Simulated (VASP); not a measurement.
Input of a VASP 6.6.1 run:

File INCAR:

```
PREC = Accurate ; ENCUT = 520
EDIFF = 1E-8 ; ISMEAR = -1
SIGMA = 0.01 ; LREAL = F
LASPH = T ; NELM = 60
ALGO = Normal ; ISIF = 2
LWAVE = F ; LCHARG = F
GGA = PE ; LEFG = T
NBANDS = 17
```

KPOINTS

```
Automatic mesh
0
Gamma
  8 8 8
```

Contents of POSCAR:

```
PbS
1.0
    0.0000000000      2.9400828556      2.9400828556
    2.9400828556      0.0000000000      2.9400828556
    2.9400828556      2.9400828556      0.0000000000
Pb S
1 1
Direct
    0.0000000000      0.0000000000      0.0000000000
    0.5000000000      0.5000000000      0.5000000000
```

Potentials or basis: VASP PAW PBE potentials, release 64 (Pb_d, S).

The run is started by

```console
$ cat potpaw_PBE.64/Pb_d/POTCAR potpaw_PBE.64/S/POTCAR > POTCAR
$ mpirun -np 1 vasp_std > vasp.out
```

Problem. Predict the band gap on the k mesh.

Solution. 0.26 eV, direct.

Problem. Predict the pressure.

Solution. 3.9 GPa.

Caveat: without QUAD_EFG the Cq values of the log hold for a quadrupole moment of 1 mb, not for the nuclei; spin-orbit coupling is left out, which moves the levels of the heavy elements. A k mesh can miss the band edges.
